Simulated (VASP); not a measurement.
Set up this calculation in VASP 6.6.1, as the native input.

```
Task                   : single point
Functional             : BLYP
Potentials or basis    : VASP PAW PBE potentials, release 64 (Ti_sv)
Cutoff                 : 520 eV
k mesh                 : 11 × 11 × 11
Occupations            : fermi-dirac, width 0.1 eV
Spin                   : no spin polarisation
Dipole correction      : no
Further INCAR settings : ALGO = Normal; EDIFF = 1e-07; NBANDS = 19
```

The structure of Ti lies in POSCAR:

```
Ti
1.0
    0.0000000000      2.8329903708      2.8329903708
    2.8329903708      0.0000000000      2.8329903708
    2.8329903708      2.8329903708      0.0000000000
Ti
2
Direct
    0.1250000000      0.1250000000      0.1250000000
    0.8750000000      0.8750000000      0.8750000000
```

This cell differs from its parent crystal: volume scaled by 0.92.

The input as run:

INCAR

```
PREC = Accurate
ENCUT = 520
EDIFF = 1E-7
ISMEAR = -1
SIGMA = 0.1
LREAL = False
LASPH = True
NELM = 100
ALGO = Normal
ISIF = 2
LWAVE = False
LCHARG = True
GGA = B5
ALDAX = 1.0
AGGAX = 1.0
AGGAC = 1.0
ALDAC = 0.0
LELF = True
LVHAR = True
NBANDS = 19
```

KPOINTS

```
regular mesh
0
Gamma
  11 11 11
```

Potentials or basis: VASP PAW PBE potentials, release 64 (Ti_sv).

The run is started by

```console
$ cat potpaw_PBE.64/Ti_sv/POTCAR > POTCAR
$ mpirun -np 1 vasp_std > vasp.out
```

It gave:

| Property | Result |
| --- | --- |
| Pressure | 2.7 GPa |
| Band gap on the k mesh | zero (band 12 reaches 5.92 eV, above the bottom of band 13 at 5.74 eV) |

Caveat: the PAW data sets were made with another functional, which shifts forces and pressure a little.

It took 72 s on 1 thread of Intel(R) Xeon(R) Platinum 8259CL CPU @ 2.50GHz (Skylake/Cascade Lake) (shared host), peak memory 0.19 GiB.
